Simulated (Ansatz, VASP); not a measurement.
**Au in VASP and in Ansatz**

Contents of INCAR:

```
ALGO = Normal
EDIFF = 1E-7
ENCUT = 520
GGA = CA
GGA_COMPAT = F
ISIF = 2
ISMEAR = -1
LASPH = T
LCHARG = F
LMAXMIX = 4
LORBIT = 11
LORBMOM = T
LREAL = F
LSORBIT = T
LWAVE = F
MAGMOM = 0 0 0
NBANDS = 22
NELM = 150
PREC = Accurate
SIGMA = 0.05
```

The input KPOINTS:

```
k-points
0
Gamma
  11 11 11
```

Contents of POSCAR:

```
Au
1.0
    0.0000000000      2.0074966285      2.0074966285
    2.0074966285      0.0000000000      2.0074966285
    2.0074966285      2.0074966285      0.0000000000
Au
1
Direct
    0.0000000000      0.0000000000      0.0000000000
```

Contents of input.yaml:

```yaml
crystal:
  lattice:
    - [0.0, 2.0074966285, 2.0074966285]
    - [2.0074966285, 0.0, 2.0074966285]
    - [2.0074966285, 2.0074966285, 0.0]
  atoms:
    - { symbol: Au, position: [0.0, 0.0, 0.0] }
hamiltonian:
  xc: lda
  pseudopotentials: { kind: paw_fr }
magnetization:
  noncollinear: true
  spin_orbit: true
kpoints:
  mp_grid: { grid: [11, 11, 11] }
scf:
  occupations: { method: fermi_dirac, width: 0.05 }
output:
  forces: true
  stress: true
  eigenvalues: true
  write_density: true
  write_potential: true
  elf: true
  volumetric_format: npy
```

Alike in both runs: task single point; functional LDA; k mesh 11 × 11 × 11; occupations fermi-dirac, width 0.05 eV; non-collinear spin, spin-orbit coupling.

|  | VASP | Ansatz |
| --- | --- | --- |
| version | VASP 6.6.1 | Ansatz 0.2.0 |
| potentials or method | VASP PAW LDA potentials, release 64 (Au) | Ansatz PAW |
| plane-wave cutoff (eV) | 520 | 420 |
| valence electrons in the cell | 11 | 19 |

```tsv
	VASP	Ansatz	Ansatz less VASP
pressure (GPa)	4.3	3.4	-0.89
net moment per atom (μB)	0.00	0.00	0.000
```

LDA's correlation is that of Perdew and Zunger in VASP and of Perdew and Wang (1992) in Ansatz. VASP's potentials hold 11 valence electrons a cell and Ansatz's 19, so a difference there can come from the potentials and not from the codes.
